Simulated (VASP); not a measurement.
A run of VASP 6.6.1 is set up as follows.

File INCAR:

```
SYSTEM = Cd
PREC = Accurate
ENCUT = 630
EDIFF = 1E-7
ISMEAR = 0
SIGMA = 0.1
LREAL = .FALSE.
LASPH = .TRUE.
NELM = 120
ALGO = Normal
ISIF = 3
LWAVE = .FALSE.
LCHARG = .FALSE.
GGA = PE
IBRION = 2
NSW = 80
EDIFFG = -0.01
GGA_COMPAT = .FALSE.
NELMIN = 4
```

Contents of KPOINTS:

```
regular mesh
0
G
  6 6 6
  0 0 0
```

File POSCAR:

```
Cd
1.0
    0.0000000000      3.0400000000      3.0400000000
    3.0400000000      0.0000000000      3.0400000000
    3.0400000000      3.0400000000      0.0000000000
Cd
2
Direct
    1.0000000000      1.0000000000      1.0000000000
    0.2500000000      0.2500000000      0.2500000000
```

Potentials or basis: VASP PAW PBE potentials, release 64 (Cd_sv_GW).

Launch:

```sh
$ cat potpaw_PBE.64/Cd_sv_GW/POTCAR > POTCAR
$ mpirun -np 1 vasp_std > vasp.out
```

Problem. Predict the relaxed volume.

Solution. 35.47 Å³/atom.

Problem. What does it give for the relaxed cell?

Solution. a = 4.647 Å, b = 4.647 Å, c = 4.647 Å, α = 60.00°, β = 60.00°, γ = 60.00°.

Problem. Estimate the band gap on the k mesh.

Solution. Zero (bands 20 and 21 overlap by 4.92 eV).

Problem. What does it give for the space group after relaxing (to 0.1 Å)?

Solution. Fd-3m (No. 227).

Step by step:
```
step  energy change (eV)  largest force (eV/Å)  pressure (GPa)  volume (Å³)
   1              0.0000                0.0000            9.88        56.19
   2             -0.3739                0.0000           -0.18        71.49
   3             -0.3742                0.0000            0.01        70.94
```

Caveat: the volume moved by over 15 % at a fixed basis, so the end points are rough.
